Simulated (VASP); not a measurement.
# V (Im-3m) in VASP: further runs, part 3 of 3

VASP 6.6.1. Earlier steps stand in the parts before.

## Step 5: Relaxation of cell and atoms, PBEsol

This run uses another cell than the first one, of 13.05 Å³/atom, 1.007 times its volume.

File INCAR:

```
SYSTEM = V
ALGO = Fast ; EDIFF = 1E-6
EDIFFG = -0.002 ; ENCUT = 600
GGA = PS ; IBRION = 2
ISIF = 3 ; ISMEAR = 0
LASPH = .True. ; LCHARG = .False.
LREAL = .False. ; LWAVE = .False.
NELM = 100 ; NSW = 100
PREC = Accurate ; SIGMA = 0.1
```

File KPOINTS:

```
k-points
0
Gamma
  20 20 20
  0 0 0
```

File POSCAR:

```
V
1.0
   -1.4831277159      1.4831277159      1.4831277159
    1.4831277159     -1.4831277159      1.4831277159
    1.4831277159      1.4831277159     -1.4831277159
V
1
Direct
    0.0000000000      0.0000000000      0.0000000000
```

Potentials or basis: VASP PAW PBE potentials, release 64 (V_sv).

On the command line:

```bash
> cat potpaw_PBE.64/V_sv/POTCAR > POTCAR
> mpirun -np 1 vasp_std > vasp.out
```

OUTCAR:

```text
SYSTEM = V
   EDIFF = 1E-6
   EDIFFG = -0.002
   ENCUT = 600
   GGA = PS
   IBRION = 2
   ISIF = 3
   ISMEAR = 0
   LASPH = .True.
   LREAL = .False.
   NELM = 100
   NSW = 100
   PREC = Accurate

 ion  position               nearest neighbor table
   1  0.000  0.000  0.000-

  LATTYP: Found a body centered cubic cell.
 ALAT       =     2.9662554318

  Lattice vectors:

 A1 = (  -1.4831277159,   1.4831277159,   1.4831277159)
 A2 = (   1.4831277159,  -1.4831277159,   1.4831277159)
 A3 = (   1.4831277159,   1.4831277159,  -1.4831277159)

Analysis of symmetry for initial positions (statically):
=====================================================================
 Subroutine PRICEL returns:
 Original cell was already a primitive cell.

 Routine SETGRP: Setting up the symmetry group for a
 body centered cubic supercell.

 Subroutine GETGRP returns: Found 48 space group operations
 (whereof 48 operations were pure point group operations)
 out of a pool of 48 trial point group operations.

The static configuration has the point symmetry O_h .

Analysis of symmetry for dynamics (positions and initial velocities):
=====================================================================
 Subroutine PRICEL returns:
 Original cell was already a primitive cell.

 Routine SETGRP: Setting up the symmetry group for a
 body centered cubic supercell.

 Subroutine GETGRP returns: Found 48 space group operations
 (whereof 48 operations were pure point group operations)
 out of a pool of 48 trial point group operations.

The dynamic configuration has the point symmetry O_h .

 Subroutine INISYM returns: Found 48 space group operations
 (whereof 48 operations are pure point group operations),
 and found     1 'primitive' translations

----------------------------------------------------------------------------------------

                                     Primitive cell

  volume of cell :      13.0496

  direct lattice vectors                    reciprocal lattice vectors
    -1.483127716  1.483127716  1.483127716     0.000000000  0.337125383  0.337125383
     1.483127716 -1.483127716  1.483127716     0.337125383  0.000000000  0.337125383
     1.483127716  1.483127716 -1.483127716     0.337125383  0.337125383  0.000000000

  length of vectors
     2.568852558  2.568852558  2.568852558     0.476767290  0.476767290  0.476767290

  position of ions in fractional coordinates (direct lattice)
     0.000000000  0.000000000  0.000000000

  ion indices of the primitive-cell ions
   primitive index   ion index
                 1           1

----------------------------------------------------------------------------------------

 KPOINTS: k-points

Automatic generation of k-mesh.
 Grid dimensions read from file:
 generate k-points for:   20   20   20

 Generating k-lattice:

  Cartesian coordinates                     Fractional coordinates (reciprocal lattice)
     0.000000000  0.016856269  0.016856269     0.050000000  0.000000000  0.000000000
     0.016856269  0.000000000  0.016856269     0.000000000  0.050000000  0.000000000
     0.016856269  0.016856269  0.000000000     0.000000000  0.000000000  0.050000000

  Length of vectors
     0.023838364  0.023838364  0.023838364

  Shift w.r.t. Gamma in fractional coordinates (k-lattice)
     0.000000000  0.000000000  0.000000000

 Subroutine IBZKPT returns following result:
 ===========================================

 Found    256 irreducible k-points:

 Following reciprocal coordinates:
            Coordinates               Weight
  0.000000  0.000000  0.000000      1.000000
  0.050000  0.000000  0.000000     12.000000
  0.100000  0.000000  0.000000     12.000000
  0.150000  0.000000  0.000000     12.000000
  0.200000  0.000000  0.000000     12.000000
  0.250000  0.000000  0.000000     12.000000
[... 16 lines left out ...]
  0.200000  0.100000  0.000000     48.000000
  0.250000  0.100000 -0.000000     48.000000
 [... further k-points ...]
   k-points           NKPTS =    256   k-points in BZ     NKDIM =    256   number of bands    NBANDS=     10
   number of dos      NEDOS =    301   number of ions     NIONS =      1
   total plane-waves  NPLWV =  13824
   dimension x,y,z NGX =    24 NGY =   24 NGZ =   24
   dimension x,y,z NGXF=    48 NGYF=   48 NGZF=   48
   ions per type =               1
   NGX,Y,Z   is equivalent  to a cutoff of  15.53, 15.53, 15.53 a.u.
   NGXF,Y,Z  is equivalent  to a cutoff of  31.06, 31.06, 31.06 a.u.
 SYSTEM =  V
   PREC   = accura    normal or accurate (medium, high low for compatibility)
   ISTART =      0    job   : 0-new  1-cont  2-samecut
   ICHARG =      2    charge: 1-file 2-atom 10-const
   ISPIN  =      1    spin polarized calculation?
   LNONCOLLINEAR =      F non collinear calculations
   LSORBIT =      F    spin-orbit coupling
   LASPH  =      T    aspherical Exc in radial PAW
   ENCUT  =  600.0 eV  44.10 Ry    6.64 a.u.   5.13  5.13  5.13*2*pi/ulx,y,z
   NELM   =    100;   NELMIN=  2; NELMDL= -5     # of ELM steps
   EDIFF  = 0.1E-05   stopping-criterion for ELM
   LREAL  =      F    real-space projection
   EDIFFG = -.2E-02   stopping-criterion for IOM
   NSW    =    100    number of steps for IOM
   IBRION =      2    ionic relax: 0-MD 1-quasi-New 2-CG
   NFREE  =      1    steps in history (QN), initial steepest desc. (CG)
   ISIF   =      3    stress and relaxation
   ISYM   =      2    0-nonsym 1-usesym 2-fastsym
   POTIM  = 0.5000    time-step for ionic-motion
   TEBEG  =    0.0;   TEEND  =   0.0 temperature during run
   PSTRESS=    0.0 pullay stress
   NELECT =      13.0000    total number of electrons
   NUPDOWN=      -1.0000    fix difference up-down
   EMIN   =  10.00;   EMAX   =-10.00  energy-range for DOS
   EFERMI =   0.00;   METHOD = LEGACY
   ISMEAR =     0;   SIGMA  =   0.10  broadening in eV -4-tet -1-fermi 0-gaus
   EFERMI_NEDOS =   21; number of points for ismear=-14 and -15
   IALGO  =     68    algorithm
   IMIX   =      4    mixing-type and parameters
     AMIX     =   0.40;   BMIX     =  1.00
     AMIX_MAG =   1.60;   BMIX_MAG =  1.00
  volume/ion in A,a.u.               =      13.05        88.06
  Fermi-wavevector in a.u.,A,eV,Ry     =   1.635024  3.089747 36.372491  2.673303
  Thomas-Fermi vector in A             =   2.726565
   LORBIT       =      0    0 simple, 1 ext, 2 COOP (PROOUT), +10 PAW based schemes
   GGA     = PS    functional components
   LHFCALC =     F    Hartree Fock is set to
   AEXX    =    0.0000 exact exchange contribution
   IVDW    =     0    specifies the selected vdW correction
   LEPSILON=     F    determine dielectric tensor
   LRPA    =     F    only Hartree local field effects (RPA)
 conjugate gradient relaxation of ions
 non-spin polarized calculation
 RMM-DIIS sequential band-by-band and
 Gauss-broadening in eV      SIGMA  =   0.10
  energy-cutoff  :      600.00
  volume of cell :       13.05
 maximum number of plane-waves:       466
 NGX is ok and might be reduce to    24
   NGX = 11   NGY = 11   NGZ = 11

--------------------------------------- Ionic step        1  -------------------------------------------

 number of electron      12.9999997 magnetization

 Free energy of the ion-electron system (eV)
  ---------------------------------------------------
  ext. energy  EPLUGINS =         0.00000000
  ---------------------------------------------------
  free energy    TOTEN  =        -9.63888960 eV

  energy without entropy =       -9.63040191  energy(sigma->0) =       -9.63464576

 E-fermi :   9.9547     XC(G=0): -13.2335

 val. band max:        9.9490010573   @ k =   0.3000   0.0000   0.0000
 cond. band min:       9.9623603708   @ k =  -0.4500   0.5000   0.1000
 fundamental gap:      0.0133593135
 Fermi energy:         9.9546681723

 k-point     1 :       0.0000    0.0000    0.0000
  band No.  band energies     occupation
      1     -53.4831      2.00000
      2     -26.8295      2.00000
      3     -26.8295      2.00000
      4     -26.8295      2.00000
      5       3.2956      2.00000
      6      10.3757      0.00000
      7      10.3757      0.00000
      8      10.3757      0.00000
      9      12.4617      0.00000
     10      12.4617      0.00000
[... 436 lines left out ...]
  energy  without entropy=       -9.6308037260  energy(sigma->0) =       -9.63502311

--------------------------------------- Ionic step        5  -------------------------------------------

 number of electron      12.9999997 magnetization

 Free energy of the ion-electron system (eV)
  ---------------------------------------------------
  ext. energy  EPLUGINS =         0.00000000
  ---------------------------------------------------
  free energy    TOTEN  =        -9.63924248 eV

  energy without entropy =       -9.63080348  energy(sigma->0) =       -9.63502298

 E-fermi :  10.0394     XC(G=0): -13.2702

 val. band max:       10.0365853055   @ k =   0.3000   0.0000   0.0000
 cond. band min:      10.0514179375   @ k =  -0.3500   0.4500   0.1500
 fundamental gap:      0.0148326320
 Fermi energy:        10.0394125411

 k-point     1 :       0.0000    0.0000    0.0000
  band No.  band energies     occupation
      1     -53.3910      2.00000
      2     -26.7253      2.00000
      3     -26.7253      2.00000
      4     -26.7253      2.00000
      5       3.3668      2.00000
      6      10.4615      0.00000
      7      10.4615      0.00000
      8      10.4615      0.00000
      9      12.5651      0.00000
     10      12.5651      0.00000
[... 327 lines left out ...]
  FREE ENERGIE OF THE ION-ELECTRON SYSTEM (eV)
  ---------------------------------------------------
  free  energy   TOTEN  =        -9.6392424763 eV

  energy  without entropy=       -9.6308034796  energy(sigma->0) =       -9.63502298

 reached required accuracy - stopping structural energy minimisation
```

OSZICAR:

```text
N       E                     dE             d eps       ncg     rms          rms(c)
DAV:   1     0.934564279222E+02    0.93456E+02   -0.79117E+03  5120   0.157E+03
DAV:   2    -0.957763313617E+01   -0.10303E+03   -0.10104E+03  5240   0.390E+02
DAV:   3    -0.111440897650E+02   -0.15665E+01   -0.15414E+01  5374   0.571E+01
[... 31 lines left out ...]
RMM:   2    -0.963924250915E+01    0.51686E-05   -0.20782E-05  5101   0.603E-02    0.515E-03
RMM:   3    -0.963924249822E+01    0.10937E-07   -0.11286E-06  2859   0.115E-02
   4 F= -.96392425E+01 E0= -.96350231E+01  d E =-.352897E-03
       N       E                     dE             d eps       ncg     rms          rms(c)
DAV:   1    -0.963924248810E+01    0.21048E-07   -0.39609E-07  2610   0.105E-02    0.199E-03
RMM:   2    -0.963924247632E+01    0.11780E-07   -0.10740E-07  2542   0.532E-03
   5 F= -.96392425E+01 E0= -.96350230E+01  d E =0.218911E-07
```

Run time: 62 s. Hardware: 1 thread of Intel Xeon 6975P-C, shared host; peak memory 0.18 GiB.

Results:

| Quantity | Value |
| --- | --- |
| Free energy | -9.6392 eV |
| Relaxed volume | 12.96 Å³/atom |
| Relaxed cell | a = 2.563 Å, b = 2.563 Å, c = 2.563 Å, α = 109.47°, β = 109.47°, γ = 109.47° |
| Space group after relaxing (to 0.05 Å) | Im-3m (No. 229) |
| Energy gained by relaxing | 0.4 meV/atom |
| Ionic steps | 5 |
| Pressure after relaxing | 0.0 GPa |

The path:
```
step  energy change (eV)  largest force (eV/Å)  pressure (GPa)  volume (Å³)
   1              0.0000                0.0000           -1.27        13.05
   2              0.0002                0.0000            1.72        12.85
   3             -0.0004                0.0000            0.03        12.96
   4             -0.0004                0.0000           -0.03        12.96
   5             -0.0004                0.0000           -0.01        12.96
```

Final structure:
```
V
1.0
    -1.47987    1.47987    1.47987
     1.47987   -1.47987    1.47987
     1.47987    1.47987   -1.47987
V
1
Cartesian
  0.0000 0.0000 0.0000
```

Caveat: the PAW data sets were made with another functional, which shifts forces and pressure a little.

## Step 6: Summary

| task | cell | cutoff (eV) | smearing | gap on the mesh (eV) | pressure (GPa) | relaxed volume (Å³/atom) |
| --- | --- | --- | --- | --- | --- | --- |
| single point | a = 2.563 Å, angles 109.5°, 1 atom | 520 | gaussian 0.1 eV | none | 0.3 | - |
| single point | a = 2.566 Å, angles 109.5°, 1 atom | 520 | fermi-dirac 0.15 eV | none | 0.1 | - |
| relaxation of cell and atoms | relaxed from a = 2.563 Å, angles 109.5°, 1 atom | 600 | fermi-dirac 0.15 eV | none | 0.0 | 13.01 |
| relaxation of cell and atoms | relaxed from a = 2.569 Å, angles 109.5°, 1 atom | 600 | gaussian 0.1 eV | none | 0.0 | 12.96 |

Alike in all rows: level PBEsol; potentials or basis VASP PAW PBE potentials, release 64 (V_sv); no spin polarisation; k mesh 20 × 20 × 20.

Caveats: the PAW data sets were made with another functional, which shifts forces and pressure a little.

Total energies depend on the potentials used, so only differences within one code and one set of settings carry meaning.
